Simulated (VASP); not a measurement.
Runs of VASP 6.6.1 on K. The structure is that of space group P4/mmm (No. 123), or close to it. The cells are those of the table. 

```csv
cell,gap on the mesh (eV),pressure (GPa)
"a = 4.310, b = 4.310, c = 4.666 Å, 1 atom",none,-0.2
"a = 3.836, b = 4.310, c = 3.955 Å, 1 atom",none,0.8
"a = 3.955, b = 4.310, c = 4.073 Å, 1 atom",none,0.5
"a = 4.666, b = 4.310 Å, 1 atom",none,-0.3
"a = 4.785, b = 4.310 Å, 1 atom",none,(a)
"a = 4.310, b = 4.310, c = 4.785 Å, 1 atom",none,-0.2
"a = 3.836, b = 4.310, c = 4.192 Å, 1 atom",none,0.5
```

Alike in all rows: task single point; level r2SCAN; potentials or basis VASP PAW PBE potentials, release 64 (K_sv); no spin polarisation; k mesh 10 × 10 × 10; cutoff (eV) 520; smearing gaussian 0.15 eV.

Task: Fill in the values left out.

Result: (a) -0.4.

Caveats: the PAW data sets were made with another functional, which shifts forces and pressure a little.

A gap of «none» marks levels without a gap at the run's occupations.
